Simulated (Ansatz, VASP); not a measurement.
Bi2Se3 in VASP and in Ansatz

The input INCAR:

```
SYSTEM = Bi2Se3
PREC = Accurate
ENCUT = 520
EDIFF = 1E-8
ISMEAR = -1
SIGMA = 0.03
LREAL = .False.
LASPH = .True.
NELM = 80
ALGO = Normal
ISIF = 2
LWAVE = .False.
LCHARG = .False.
GGA = PE
LEFG = .True.
NBANDS = 32
```

KPOINTS

```
regular mesh
0
Gamma
  6 6 6
  0 0 0
```

File POSCAR:

```
Bi2Se3
1.0
    2.0507843038      1.1840208698      9.5453300000
   -2.0507843038      1.1840208698      9.5453300000
    0.0000000000     -2.3680417398      9.5453300000
Bi Se
2 3
Direct
    0.4008000000      0.4008000000      0.4008000000
    0.5992000000      0.5992000000      0.5992000000
    0.0000000000      0.0000000000      0.0000000000
    0.2117000000      0.2117000000      0.2117000000
    0.7883000000      0.7883000000      0.7883000000
```

Input for Ansatz:

```yaml
crystal:
  lattice:
    - [2.0507843038, 1.1840208698, 9.54533]
    - [-2.0507843038, 1.1840208698, 9.54533]
    - [0.0, -2.3680417398, 9.54533]
  atoms:
    - { symbol: Bi, position: [0.4008, 0.4008, 0.4008] }
    - { symbol: Bi, position: [0.5992, 0.5992, 0.5992] }
    - { symbol: Se, position: [0.0, 0.0, 0.0] }
    - { symbol: Se, position: [0.2117, 0.2117, 0.2117] }
    - { symbol: Se, position: [0.7883, 0.7883, 0.7883] }
kpoints:
  mp_grid: { grid: [6, 6, 6] }
scf:
  occupations: { method: fermi_dirac, width: 0.03 }
hamiltonian:
  xc: pbe
  pseudopotentials: { kind: all_electron, datasets: crystal }
output:
  forces: true
  stress: true
  eigenvalues: true
  efg: { contact_densities: true }
```

Change from the starting cell: equal xx and yy strain of -1 %, crystal datasets.

Alike in both runs: task electric field gradients; functional PBE; k mesh 6 × 6 × 6; occupations fermi-dirac, width 0.03 eV; no spin polarisation.

|  | VASP | Ansatz |
| --- | --- | --- |
| version | VASP 6.6.1 | Ansatz 0.2.0 |
| potentials or method | VASP PAW PBE potentials, release 64 (Bi_d, Se), cutoff 520 eV | all-electron PAW with datasets made for the crystal, scalar-relativistic |

Ansatz gave:

```
pressure (GPa)                                                : 4.0
traceless stress, the component that is largest in VASP (GPa) : -0.25
rms of the force components (eV/Å)                            : 0.149
size of Vzz on the site where it differs most (V/Å²)          : 3.4
```

Problem. What did VASP give for the same quantities?

Solution. Pressure (GPa): 4.0; traceless stress, the component that is largest in VASP (GPa): -0.25; rms of the force components (eV/Å): 0.156; size of Vzz on the site where it differs most (V/Å²): 7.8.

Atom by atom the forces differ by 0.006 eV/Å (rms over components). Ansatz ran all-electron here, and VASP with PAW potentials.

Spin-orbit coupling is off throughout.
